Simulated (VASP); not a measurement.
# ZnS (k06) (F-43m) in VASP: single point with PBEsol

Aim: the single point of ZnS (k06) with PBEsol.

Program: VASP 6.6.1. These are calculated values, not measurements. Logs are shortened: lines on timing, memory, paths and dates and some standing lists are left out, and cuts for length are marked.

## 1. The cell of the first run

The structure is cubic, space group F-43m (No. 216). Conventional cell: a = 5.356 Å, b = 5.356 Å, c = 5.356 Å, α = 90.00°, β = 90.00°, γ = 90.00°. Zn (site symmetry -43m) has 4 S at 2.32 Å within 3.1 Å. S (site symmetry -43m) has 4 Zn at 2.32 Å within 3.1 Å.

## 2. Single point, PBEsol

The input, INCAR:

```
PREC     = Accurate       # precision mode
ENCUT    = 520            # plane-wave cutoff, eV
EDIFF    = 1E-6           # SCF threshold, eV
ISMEAR   = 0              # smearing method
SIGMA    = 0.02           # smearing width, eV
LREAL    = F              # projectors in reciprocal space
LASPH    = T              # aspherical terms in the spheres
NELM     = 100            # most SCF steps
ALGO     = Normal         # electronic algorithm
ISIF     = 2              # what is computed and relaxed
LWAVE    = F              # write WAVECAR
LCHARG   = T              # write CHGCAR
GGA      = PS             # functional
LELF     = T              # ELF
LVHAR    = T            
NBANDS   = 16             # bands
```

The input, KPOINTS:

```
Automatic mesh
0
Gamma
  14 14 14
```

The input, POSCAR:

```
ZnS
1.0
    0.0000000000      2.6781727586      2.6781727586
    2.6781727586      0.0000000000      2.6781727586
    2.6781727586      2.6781727586      0.0000000000
Zn S
1 1
Direct
    0.0000000000      0.0000000000      0.0000000000
    0.7500000000      0.7500000000      0.7500000000
```

Potentials or basis: VASP PAW PBE potentials, release 64 (Zn, S).

Started as:

```
cat potpaw_PBE.64/Zn/POTCAR potpaw_PBE.64/S/POTCAR > POTCAR
mpirun -np 1 vasp_std > vasp.out
```

OUTCAR:

```text
PREC = Accurate
   ENCUT = 520
   EDIFF = 1E-6
   ISMEAR = 0
   LREAL = F
   LASPH = T
   NELM = 100
   ISIF = 2
   GGA = PS

 ion  position               nearest neighbor table
   1  0.000  0.000  0.000-   2 2.32   2 2.32   2 2.32   2 2.32
   2  0.750  0.750  0.750-   1 2.32   1 2.32   1 2.32   1 2.32

  LATTYP: Found a face centered cubic cell.
 ALAT       =     5.3563455172

  Lattice vectors:

 A1 = (   0.0000000000,   2.6781727586,   2.6781727586)
 A2 = (   2.6781727586,   0.0000000000,   2.6781727586)
 A3 = (   2.6781727586,   2.6781727586,   0.0000000000)

Analysis of symmetry for initial positions (statically):
=====================================================================
 Subroutine PRICEL returns:
 Original cell was already a primitive cell.

 Routine SETGRP: Setting up the symmetry group for a
 face centered cubic supercell.

 Subroutine GETGRP returns: Found 24 space group operations
 (whereof 24 operations were pure point group operations)
 out of a pool of 48 trial point group operations.

The static configuration has the point symmetry T_d .

Analysis of symmetry for dynamics (positions and initial velocities):
=====================================================================
 Subroutine PRICEL returns:
 Original cell was already a primitive cell.

 Routine SETGRP: Setting up the symmetry group for a
 face centered cubic supercell.

 Subroutine GETGRP returns: Found 24 space group operations
 (whereof 24 operations were pure point group operations)
 out of a pool of 48 trial point group operations.

The dynamic configuration has the point symmetry T_d .

 Subroutine INISYM returns: Found 24 space group operations
 (whereof 24 operations are pure point group operations),
 and found     1 'primitive' translations

----------------------------------------------------------------------------------------

                                     Primitive cell

  volume of cell :      38.4190

  direct lattice vectors                    reciprocal lattice vectors
     0.000000000  2.678172759  2.678172759    -0.186694454  0.186694454  0.186694454
     2.678172759  0.000000000  2.678172759     0.186694454 -0.186694454  0.186694454
     2.678172759  2.678172759  0.000000000     0.186694454  0.186694454 -0.186694454

  length of vectors
     3.787508238  3.787508238  3.787508238     0.323364279  0.323364279  0.323364279

  position of ions in fractional coordinates (direct lattice)
     0.000000000  0.000000000  0.000000000
     0.750000000  0.750000000  0.750000000

  ion indices of the primitive-cell ions
   primitive index   ion index
                 1           1
                 2           2

----------------------------------------------------------------------------------------

 KPOINTS: Automatic mesh

Automatic generation of k-mesh.
 Grid dimensions read from file:
 generate k-points for:   14   14   14

 Generating k-lattice:

  Cartesian coordinates                     Fractional coordinates (reciprocal lattice)
    -0.013335318  0.013335318  0.013335318     0.071428571  0.000000000  0.000000000
     0.013335318 -0.013335318  0.013335318     0.000000000  0.071428571  0.000000000
     0.013335318  0.013335318 -0.013335318     0.000000000  0.000000000  0.071428571

  Length of vectors
     0.023097449  0.023097449  0.023097449

  Shift w.r.t. Gamma in fractional coordinates (k-lattice)
     0.000000000  0.000000000  0.000000000

 Subroutine IBZKPT returns following result:
 ===========================================

 Found    104 irreducible k-points:

 Following reciprocal coordinates:
            Coordinates               Weight
  0.000000  0.000000  0.000000      1.000000
  0.071429  0.000000  0.000000      8.000000
  0.142857  0.000000  0.000000      8.000000
  0.214286  0.000000  0.000000      8.000000
  0.285714  0.000000  0.000000      8.000000
  0.357143  0.000000  0.000000      8.000000
[... 16 lines left out ...]
  0.214286  0.142857  0.000000     24.000000
  0.285714  0.142857  0.000000     24.000000
 [... further k-points ...]
   k-points           NKPTS =    104   k-points in BZ     NKDIM =    104   number of bands    NBANDS=     16
   number of dos      NEDOS =    301   number of ions     NIONS =      2
   total plane-waves  NPLWV =  21952
   dimension x,y,z NGX =    28 NGY =   28 NGZ =   28
   dimension x,y,z NGXF=    56 NGYF=   56 NGZF=   56
   ions per type =               1   1
   NGX,Y,Z   is equivalent  to a cutoff of  12.29, 12.29, 12.29 a.u.
   NGXF,Y,Z  is equivalent  to a cutoff of  24.58, 24.58, 24.58 a.u.
 SYSTEM =  unknown system
   PREC   = accura    normal or accurate (medium, high low for compatibility)
   ISTART =      0    job   : 0-new  1-cont  2-samecut
   ICHARG =      2    charge: 1-file 2-atom 10-const
   ISPIN  =      1    spin polarized calculation?
   LNONCOLLINEAR =      F non collinear calculations
   LSORBIT =      F    spin-orbit coupling
   LASPH  =      T    aspherical Exc in radial PAW
   ENCUT  =  520.0 eV  38.22 Ry    6.18 a.u.   7.04  7.04  7.04*2*pi/ulx,y,z
   NELM   =    100;   NELMIN=  2; NELMDL= -5     # of ELM steps
   EDIFF  = 0.1E-05   stopping-criterion for ELM
   LREAL  =      F    real-space projection
   EDIFFG = 0.1E-04   stopping-criterion for IOM
   NSW    =      0    number of steps for IOM
   IBRION =     -1    ionic relax: 0-MD 1-quasi-New 2-CG
   NFREE  =      0    steps in history (QN), initial steepest desc. (CG)
   ISIF   =      2    stress and relaxation
   ISYM   =      2    0-nonsym 1-usesym 2-fastsym
   POTIM  = 0.5000    time-step for ionic-motion
   TEBEG  =    0.0;   TEEND  =   0.0 temperature during run
   PSTRESS=    0.0 pullay stress
   NELECT =      18.0000    total number of electrons
   NUPDOWN=      -1.0000    fix difference up-down
   EMIN   =  10.00;   EMAX   =-10.00  energy-range for DOS
   EFERMI =   0.00;   METHOD = LEGACY
   ISMEAR =     0;   SIGMA  =   0.02  broadening in eV -4-tet -1-fermi 0-gaus
   EFERMI_NEDOS =   21; number of points for ismear=-14 and -15
   IALGO  =     38    algorithm
   IMIX   =      4    mixing-type and parameters
     AMIX     =   0.40;   BMIX     =  1.00
     AMIX_MAG =   1.60;   BMIX_MAG =  1.00
  volume/ion in A,a.u.               =      19.21       129.63
  Fermi-wavevector in a.u.,A,eV,Ry     =   1.271502  2.402791 21.996778  1.616718
  Thomas-Fermi vector in A             =   2.404432
   LORBIT       =      0    0 simple, 1 ext, 2 COOP (PROOUT), +10 PAW based schemes
   GGA     = PS    functional components
   LHFCALC =     F    Hartree Fock is set to
   AEXX    =    0.0000 exact exchange contribution
   IVDW    =     0    specifies the selected vdW correction
   LEPSILON=     F    determine dielectric tensor
   LRPA    =     F    only Hartree local field effects (RPA)
 non-spin polarized calculation
 Gauss-broadening in eV      SIGMA  =   0.02
  energy-cutoff  :      520.00
  volume of cell :       38.42
 maximum number of plane-waves:      1056
   NGX = 15   NGY = 15   NGZ = 15

 number of electron      18.0000016 magnetization

 Free energy of the ion-electron system (eV)
  ---------------------------------------------------
  ext. energy  EPLUGINS =         0.00000000
  ---------------------------------------------------
  free energy    TOTEN  =        -7.58896495 eV

  energy without entropy =       -7.58896495  energy(sigma->0) =       -7.58896495

 E-fermi :   2.3582     XC(G=0):  -9.9752

 val. band max:        2.2649217534   @ k =   0.0000   0.0000   0.0000
 cond. band min:       4.3580842299   @ k =   0.0000   0.0000   0.0000
 fundamental gap:      2.0931624765
 Fermi energy:         2.3582199329

 k-point     1 :       0.0000    0.0000    0.0000
  band No.  band energies     occupation
      1     -11.0803      2.00000
      2      -4.2179      2.00000
      3      -4.2179      2.00000
      4      -4.2179      2.00000
      5      -3.6868      2.00000
      6      -3.6868      2.00000
[... 8 lines left out ...]
     15      14.0321      0.00000
     16      14.0532      0.00000

 k-point     2 :       0.0714    0.0000    0.0000
  band No.  band energies     occupation
      1     -11.0390      2.00000
      2      -4.2198      2.00000
      3      -4.2103      2.00000
      4      -4.2103      2.00000
      5      -3.6876      2.00000
      6      -3.6876      2.00000
[... 8 lines left out ...]
     15      13.7450      0.00000
     16      14.3910      0.00000

 k-point     3 :       0.1429    0.0000    0.0000
  band No.  band energies     occupation
      1     -10.9196      2.00000
      2      -4.2202      2.00000
      3      -4.1895      2.00000
      4      -4.1895      2.00000
      5      -3.6890      2.00000
      6      -3.6890      2.00000
[... 8 lines left out ...]
     15      13.2925      0.00000
     16      14.8966      0.00000

 k-point     4 :       0.2143    0.0000    0.0000
  band No.  band energies     occupation
      1     -10.7373      2.00000
      2      -4.2046      2.00000
      3      -4.1613      2.00000
      4      -4.1613      2.00000
      5      -3.6879      2.00000
      6      -3.6879      2.00000
[... 8 lines left out ...]
     15      13.1062      0.00000
     16      14.5482      0.00000
[... 324 lines left out ...]
 k-point    22 :       0.1429    0.1429    0.0000
  band No.  band energies     occupation
      1     -10.8660      2.00000
      2      -4.2502      2.00000
      3      -4.1645      2.00000
      4      -4.1645      2.00000
      5      -3.7099      2.00000
      6      -3.6714      2.00000
[... 8 lines left out ...]
     15      14.2990      0.00000
     16      15.7455      0.00000

 k-point    23 :       0.2143    0.1429    0.0000
  band No.  band energies     occupation
      1     -10.7303      2.00000
      2      -4.2560      2.00000
      3      -4.1350      2.00000
      4      -4.1345      2.00000
      5      -3.7172      2.00000
      6      -3.6646      2.00000
[... 8 lines left out ...]
     15      14.3108      0.00000
     16      16.3273      0.00000

 k-point    24 :       0.2857    0.1429    0.0000
  band No.  band energies     occupation
      1     -10.5432      2.00000
      2      -4.2371      2.00000
      3      -4.1023      2.00000
      4      -4.0998      2.00000
      5      -3.7152      2.00000
      6      -3.6574      2.00000
[... 8 lines left out ...]
     15      14.4234      0.00000
     16      15.9786      0.00000

 [... further k-points ...]

------------------------ aborting loop because EDIFF is reached ----------------------------------------

  FORCE on cell =-STRESS in cart. coord.  units (eV):
  Direction    XX          YY          ZZ          XY          YZ          ZX
  --------------------------------------------------------------------------------------
  -------------------------------------------------------------------------------------
  Total        0.0486671      0.0486671      0.0486671      0.0000000      0.0000000      0.0000000
  in kB        2.0295531      2.0295531      2.0295531      0.0000000      0.0000000      0.0000000
  external PRESSURE =       2.0295531 kB  Pullay stress =       0.0000000 kB

 VOLUME and BASIS-vectors are now :
 -----------------------------------------------------------------------------
  energy-cutoff  :      520.00
  volume of cell :       38.42
      direct lattice vectors                 reciprocal lattice vectors
     0.000000000  2.678172759  2.678172759    -0.186694454  0.186694454  0.186694454
     2.678172759  0.000000000  2.678172759     0.186694454 -0.186694454  0.186694454
     2.678172759  2.678172759  0.000000000     0.186694454  0.186694454 -0.186694454

 POSITION                                       TOTAL-FORCE (eV/Angst)
 -----------------------------------------------------------------------------------
      0.00000      0.00000      0.00000         0.000000      0.000000      0.000000
      4.01726      4.01726      4.01726        -0.000000     -0.000000     -0.000000
 -----------------------------------------------------------------------------------
    total drift:                               -0.000002     -0.000002     -0.000002

  FREE ENERGIE OF THE ION-ELECTRON SYSTEM (eV)
  ---------------------------------------------------
  free  energy   TOTEN  =        -7.5889649522 eV

  energy  without entropy=       -7.5889649522  energy(sigma->0) =       -7.58896495
```

Wall time 57 s (1 thread of Intel Xeon Platinum 8375C at 2.90GHz (Ice Lake), shared host); peak memory 0.19 GiB.

What came out:

- Free energy: -7.5890 eV
- Pressure: 0.2 GPa
- Band gap on the k mesh: 2.09 eV, direct

Caveat: the PAW data sets were made with another functional, which shifts forces and pressure a little. A k mesh can miss the band edges.
